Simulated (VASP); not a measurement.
# Ru (R-3m) in VASP: a series of runs

Ru is run at these levels: r2SCAN; tasks: electric field gradients.

Program: VASP 6.6.1. These are calculated values, not measurements. Logs are shortened: lines on timing, memory, paths and dates and some standing lists are left out, and cuts for length are marked.

## 1. The cell of the first run

The structure is trigonal, space group R-3m (No. 166). The conventional cell has a = 3.651 Å, b = 3.651 Å, c = 8.944 Å, α = 90.00°, β = 90.00°, γ = 120.00°. Within 2.6 Å of Ru (site symmetry 3m) lie 4 Ru at 1.97 to 2.34 Å.

## 2. Electric field gradients, r2SCAN (shortest bond scaled by 0.88)

File POSCAR:

```
Ru
1.0
    0.0000000000      2.5818259214      2.5818259214
    2.5818259214      0.0000000000      2.5818259214
    2.5818259214      2.5818259214      0.0000000000
Ru
2
Direct
   -0.1700000000     -0.1100000000     -0.1100000000
    0.1700000000      0.1100000000      0.1100000000
```

File INCAR.step1:

```
PREC = Accurate
ENCUT = 440
ISMEAR = -1
SIGMA = 0.05
LREAL = False
LASPH = True
NELM = 120
NBANDS = 21
GGA = PE
ALGO = Normal
EDIFF = 1E-5
LWAVE = True
LCHARG = False
GGA_COMPAT = False
```

File INCAR.step2:

```
PREC = Accurate
ENCUT = 440
EDIFF = 1E-8
ISMEAR = -1
SIGMA = 0.05
LREAL = False
LASPH = True
NELM = 120
ALGO = Normal
ISIF = 2
LWAVE = False
LCHARG = False
METAGGA = R2SCAN
LMIXTAU = True
LEFG = True
NBANDS = 21
ISTART = 1
GGA_COMPAT = False
```

File KPOINTS:

```
Automatic mesh
0
Gamma
  10 10 10
```

Potentials or basis: VASP PAW PBE potentials, release 64 (Ru_pv).

On the command line:

```sh
cat potpaw_PBE.64/Ru_pv/POTCAR > POTCAR
cp INCAR.step1 INCAR
mpirun -np 1 vasp_std > vasp.out
cp INCAR.step2 INCAR
mpirun -np 1 vasp_std > vasp.out
```

OUTCAR:

```text
PREC = Accurate
   ENCUT = 440
   EDIFF = 1E-8
   ISMEAR = -1
   LREAL = False
   LASPH = True
   NELM = 120
   ISIF = 2
   METAGGA = R2SCAN
   ISTART = 1

 ion  position               nearest neighbor table
   1  0.830  0.890  0.890-   2 1.97   2 2.34   2 2.34   2 2.34
   2  0.170  0.110  0.110-   1 1.97   1 2.34   1 2.34   1 2.34

  LATTYP: Found a face centered cubic cell.
 ALAT       =     5.1636518428

  Lattice vectors:

 A1 = (   0.0000000000,   2.5818259214,   2.5818259214)
 A2 = (   2.5818259214,   0.0000000000,   2.5818259214)
 A3 = (   2.5818259214,   2.5818259214,   0.0000000000)

Analysis of symmetry for initial positions (statically):
=====================================================================
 Subroutine PRICEL returns:
 Original cell was already a primitive cell.

 Routine SETGRP: Setting up the symmetry group for a
 face centered cubic supercell.

 Subroutine GETGRP returns: Found 12 space group operations
 (whereof  4 operations were pure point group operations)
 out of a pool of 48 trial point group operations.

The static configuration has the point symmetry C_2h.
 The point group associated with its full space group is D_3d.

Analysis of symmetry for dynamics (positions and initial velocities):
=====================================================================
 Subroutine PRICEL returns:
 Original cell was already a primitive cell.

 Routine SETGRP: Setting up the symmetry group for a
 face centered cubic supercell.

 Subroutine GETGRP returns: Found 12 space group operations
 (whereof  4 operations were pure point group operations)
 out of a pool of 48 trial point group operations.

The dynamic configuration has the point symmetry C_2h.
 The point group associated with its full space group is D_3d.

 Subroutine INISYM returns: Found 12 space group operations
 (whereof  4 operations are pure point group operations),
 and found     1 'primitive' translations

----------------------------------------------------------------------------------------

                                     Primitive cell

  volume of cell :      34.4200

  direct lattice vectors                    reciprocal lattice vectors
     0.000000000  2.581825921  2.581825921    -0.193661391  0.193661391  0.193661391
     2.581825921  0.000000000  2.581825921     0.193661391 -0.193661391  0.193661391
     2.581825921  2.581825921  0.000000000     0.193661391  0.193661391 -0.193661391

  length of vectors
     3.651253234  3.651253234  3.651253234     0.335431369  0.335431369  0.335431369

  position of ions in fractional coordinates (direct lattice)
     0.830000000  0.890000000  0.890000000
     0.170000000  0.110000000  0.110000000

  ion indices of the primitive-cell ions
   primitive index   ion index
                 1           1
                 2           2

----------------------------------------------------------------------------------------

 KPOINTS: Automatic mesh

Automatic generation of k-mesh.
 Grid dimensions read from file:
 generate k-points for:   10   10   10

 Generating k-lattice:

  Cartesian coordinates                     Fractional coordinates (reciprocal lattice)
    -0.019366139  0.019366139  0.019366139     0.100000000  0.000000000  0.000000000
     0.019366139 -0.019366139  0.019366139     0.000000000  0.100000000  0.000000000
     0.019366139  0.019366139 -0.019366139     0.000000000  0.000000000  0.100000000

  Length of vectors
     0.033543137  0.033543137  0.033543137

  Shift w.r.t. Gamma in fractional coordinates (k-lattice)
     0.000000000  0.000000000  0.000000000

 Subroutine IBZKPT returns following result:
 ===========================================

 Found    116 irreducible k-points:

 Following reciprocal coordinates:
            Coordinates               Weight
  0.000000  0.000000  0.000000      1.000000
  0.100000  0.000000  0.000000      2.000000
  0.000000  0.100000  0.000000      6.000000
  0.200000  0.000000  0.000000      2.000000
  0.000000  0.200000  0.000000      6.000000
  0.300000  0.000000  0.000000      2.000000
[... 16 lines left out ...]
  0.000000  0.500000  0.100000     12.000000
  0.100000  0.000000  0.500000      6.000000
 [... further k-points ...]
   k-points           NKPTS =    116   k-points in BZ     NKDIM =    116   number of bands    NBANDS=     21
   number of dos      NEDOS =    301   number of ions     NIONS =      2
   total plane-waves  NPLWV =  21952
   dimension x,y,z NGX =    28 NGY =   28 NGZ =   28
   dimension x,y,z NGXF=    56 NGYF=   56 NGZF=   56
   ions per type =               2
   NGX,Y,Z   is equivalent  to a cutoff of  12.75, 12.75, 12.75 a.u.
   NGXF,Y,Z  is equivalent  to a cutoff of  25.50, 25.50, 25.50 a.u.
 SYSTEM =  unknown system
   PREC   = accura    normal or accurate (medium, high low for compatibility)
   ISTART =      1    job   : 0-new  1-cont  2-samecut
   ICHARG =      0    charge: 1-file 2-atom 10-const
   ISPIN  =      1    spin polarized calculation?
   LNONCOLLINEAR =      F non collinear calculations
   LSORBIT =      F    spin-orbit coupling
   LASPH  =      T    aspherical Exc in radial PAW
   ENCUT  =  440.0 eV  32.34 Ry    5.69 a.u.   6.24  6.24  6.24*2*pi/ulx,y,z
   NELM   =    120;   NELMIN=  2; NELMDL=  0     # of ELM steps
   EDIFF  = 0.1E-07   stopping-criterion for ELM
   LREAL  =      F    real-space projection
   EDIFFG = 0.1E-06   stopping-criterion for IOM
   NSW    =      0    number of steps for IOM
   IBRION =     -1    ionic relax: 0-MD 1-quasi-New 2-CG
   NFREE  =      0    steps in history (QN), initial steepest desc. (CG)
   ISIF   =      2    stress and relaxation
   ISYM   =      2    0-nonsym 1-usesym 2-fastsym
   POTIM  = 0.5000    time-step for ionic-motion
   TEBEG  =    0.0;   TEEND  =   0.0 temperature during run
   PSTRESS=    0.0 pullay stress
   NELECT =      28.0000    total number of electrons
   NUPDOWN=      -1.0000    fix difference up-down
   EMIN   =  10.00;   EMAX   =-10.00  energy-range for DOS
   EFERMI =   0.00;   METHOD = LEGACY
   ISMEAR =    -1;   SIGMA  =   0.05  broadening in eV -4-tet -1-fermi 0-gaus
   EFERMI_NEDOS =   21; number of points for ismear=-14 and -15
   IALGO  =     38    algorithm
   IMIX   =      4    mixing-type and parameters
     AMIX     =   0.40;   BMIX     =  1.00
     AMIX_MAG =   1.60;   BMIX_MAG =  1.00
  volume/ion in A,a.u.               =      17.21       116.14
  Fermi-wavevector in a.u.,A,eV,Ry     =   1.528236  2.887948 31.776497  2.335507
  Thomas-Fermi vector in A             =   2.636023
   LORBIT       =      0    0 simple, 1 ext, 2 COOP (PROOUT), +10 PAW based schemes
   METAGGA = R2SCAN    functional components
   LHFCALC =     F    Hartree Fock is set to
   AEXX    =    0.0000 exact exchange contribution
   IVDW    =     0    specifies the selected vdW correction
   LEPSILON=     F    determine dielectric tensor
   LRPA    =     F    only Hartree local field effects (RPA)
 non-spin polarized calculation
  energy-cutoff  :      440.00
  volume of cell :       34.42
 maximum number of plane-waves:       736
 NGX is ok and might be reduce to    28
   NGX = 13   NGY = 13   NGZ = 13

 number of electron      28.0000000 magnetization

 Free energy of the ion-electron system (eV)
  ---------------------------------------------------
  ext. energy  EPLUGINS =         0.00000000
  ---------------------------------------------------
  free energy    TOTEN  =       -47.01945890 eV

  energy without entropy =      -47.00694428  energy(sigma->0) =      -47.01320159

 E-fermi :   9.1525     XC(G=0): -13.1044

 val. band max:        9.1515977631   @ k =   0.2000   0.0000   0.4000
 cond. band min:       9.1542920937   @ k =   0.1000  -0.2000   0.3000
 fundamental gap:      0.0026943307
 Fermi energy:         9.1525152262

 k-point     1 :       0.0000    0.0000    0.0000
  band No.  band energies     occupation
      1     -37.7102      2.00000
      2     -35.2412      2.00000
      3     -35.2412      2.00000
      4     -34.7849      2.00000
      5     -34.7849      2.00000
      6     -33.7180      2.00000
[... 13 lines left out ...]
     20      21.5068      0.00000
     21      22.7855      0.00000

 k-point     2 :       0.1000    0.0000    0.0000
  band No.  band energies     occupation
      1     -37.6831      2.00000
      2     -35.3326      2.00000
      3     -35.3326      2.00000
      4     -34.6890      2.00000
      5     -34.6890      2.00000
      6     -33.7438      2.00000
[... 13 lines left out ...]
     20      20.7499      0.00000
     21      22.7521      0.00000

 k-point     3 :       0.0000    0.1000    0.0000
  band No.  band energies     occupation
      1     -37.7059      2.00000
      2     -35.2999      2.00000
      3     -35.2547      2.00000
      4     -34.7720      2.00000
      5     -34.7326      2.00000
      6     -33.7142      2.00000
[... 13 lines left out ...]
     20      21.2049      0.00000
     21      22.2503      0.00000

 k-point     4 :       0.2000    0.0000    0.0000
  band No.  band energies     occupation
      1     -37.6109      2.00000
      2     -35.4932      2.00000
      3     -35.4932      2.00000
      4     -34.5167      2.00000
      5     -34.5167      2.00000
      6     -33.8130      2.00000
[... 13 lines left out ...]
     20      19.5523      0.00000
     21      21.3579      0.00000

 k-point     5 :       0.0000    0.2000    0.0000
  band No.  band energies     occupation
      1     -37.6943      2.00000
      2     -35.4235      2.00000
      3     -35.2872      2.00000
      4     -34.7414      2.00000
      5     -34.6241      2.00000
      6     -33.7063      2.00000
[... 13 lines left out ...]
     20      19.3229      0.00000
     21      21.7684      0.00000
[... 382 lines left out ...]
     20      18.4409      0.00000
     21      19.8706      0.00000

 k-point    22 :       0.5000    0.1000    0.0000
  band No.  band energies     occupation
      1     -37.4291      2.00000
      2     -35.7710      2.00000
      3     -35.7153      2.00000
      4     -34.3184      2.00000
      5     -34.2081      2.00000
      6     -33.9371      2.00000
[... 13 lines left out ...]
     20      18.4423      0.00000
     21      20.1703      0.00000

 k-point    23 :       0.0000    0.5000    0.1000
  band No.  band energies     occupation
      1     -37.6531      2.00000
      2     -35.6961      2.00000
      3     -35.3364      2.00000
      4     -34.7144      2.00000
      5     -34.3642      2.00000
      6     -33.7022      2.00000
[... 13 lines left out ...]
     20      18.4406      0.00000
     21      19.8641      0.00000

 k-point    24 :       0.1000    0.0000    0.5000
  band No.  band energies     occupation
      1     -37.6569      2.00000
      2     -35.6175      2.00000
      3     -35.4388      2.00000
      4     -34.5894      2.00000
      5     -34.4813      2.00000
      6     -33.6824      2.00000
[... 13 lines left out ...]
     20      18.4407      0.00000
     21      19.1915      0.00000

 [... further k-points ...]

------------------------ aborting loop because EDIFF is reached ----------------------------------------

  FORCE on cell =-STRESS in cart. coord.  units (eV):
  Direction    XX          YY          ZZ          XY          YZ          ZX
  --------------------------------------------------------------------------------------
  -------------------------------------------------------------------------------------
  Total       10.2326971     10.2326971     10.2326971     -5.5136552      5.5136552     -5.5136552
  in kB      476.3101500    476.3101500    476.3101500   -256.6488493    256.6488493   -256.6488493
  external PRESSURE =     476.3101500 kB  Pullay stress =       0.0000000 kB

 VOLUME and BASIS-vectors are now :
 -----------------------------------------------------------------------------
  energy-cutoff  :      440.00
  volume of cell :       34.42
      direct lattice vectors                 reciprocal lattice vectors
     0.000000000  2.581825921  2.581825921    -0.193661391  0.193661391  0.193661391
     2.581825921  0.000000000  2.581825921     0.193661391 -0.193661391  0.193661391
     2.581825921  2.581825921  0.000000000     0.193661391  0.193661391 -0.193661391

 POSITION                                       TOTAL-FORCE (eV/Angst)
 -----------------------------------------------------------------------------------
      4.59565      4.44074      4.44074        -4.886461      4.886461      4.886461
      0.56800      0.72291      0.72291         4.886461     -4.886461     -4.886461
 -----------------------------------------------------------------------------------
    total drift:                                0.000000      0.000000     -0.000000

  FREE ENERGIE OF THE ION-ELECTRON SYSTEM (eV)
  ---------------------------------------------------
  free  energy   TOTEN  =       -47.0194588990 eV

  energy  without entropy=      -47.0069442760  energy(sigma->0) =      -47.01320159

 Electric field gradients (V/A^2)
---------------------------------------------------------------------
 ion       V_xx      V_yy      V_zz      V_xy      V_xz      V_yz
---------------------------------------------------------------------
   1      -0.000     0.000     0.000   -98.289   -98.289    98.291
   2      -0.000     0.000     0.000   -98.289   -98.289    98.291
---------------------------------------------------------------------

 Electric field gradients after diagonalization (V/A^2)
 (convention: |V_zz| > |V_xx| > |V_yy|)
----------------------------------------------------------------------
 ion       V_xx      V_yy      V_zz     asymmetry (V_yy - V_xx)/ V_zz
----------------------------------------------------------------------
   1     -98.291   -98.288   196.580       0.000
   2     -98.291   -98.288   196.580       0.000
----------------------------------------------------------------------

           NMR quadrupolar parameters

 Cq : quadrupolar parameter    Cq=e*Q*V_zz/h
 eta: asymmetry parameters     (V_yy - V_xx)/ V_zz
 Q  : nuclear electric quadrupole moment in mb (millibarn)
----------------------------------------------------------------------
 ion       Cq(MHz)       eta       Q (mb)
----------------------------------------------------------------------
   1       0.475       0.000       1.000
   2       0.475       0.000       1.000
----------------------------------------------------------------------
```

It took 4.8 min on 1 thread of Intel Xeon Platinum 8375C at 2.90GHz (Ice Lake), shared host; peak memory 0.2 GiB.

What came out:

| Property | Result |
| --- | --- |
| Free energy | -47.0195 eV |
| Pressure | 47.6 GPa |
| Largest force | 8.464 eV/Å |
| Band gap on the k mesh | zero (band 14 reaches 9.57 eV, above the bottom of band 15 at 8.52 eV) |

Forces in eV/Å, atoms in the order of the input:
```
Ru  -4.886  4.886  4.886
Ru   4.886 -4.886 -4.886
```

Stress tensor (GPa, compression positive):
```
 47.63 -25.66 -25.66
-25.66  47.63  25.66
-25.66  25.66  47.63
```

Electric field gradients, principal values (V/Å²):
```
atom    least   middle  greatest (by size)
1 Ru  -98.288  -98.291             196.580
2 Ru  -98.288  -98.291             196.580
```

Caveat: the cell differs from its parent crystal (shortest bond scaled by 0.88); without QUAD_EFG the Cq values of the log hold for a quadrupole moment of 1 mb, not for the nuclei; the PAW data sets were made with another functional, which shifts forces and pressure a little.

(Part 1 of 2 ends here.)
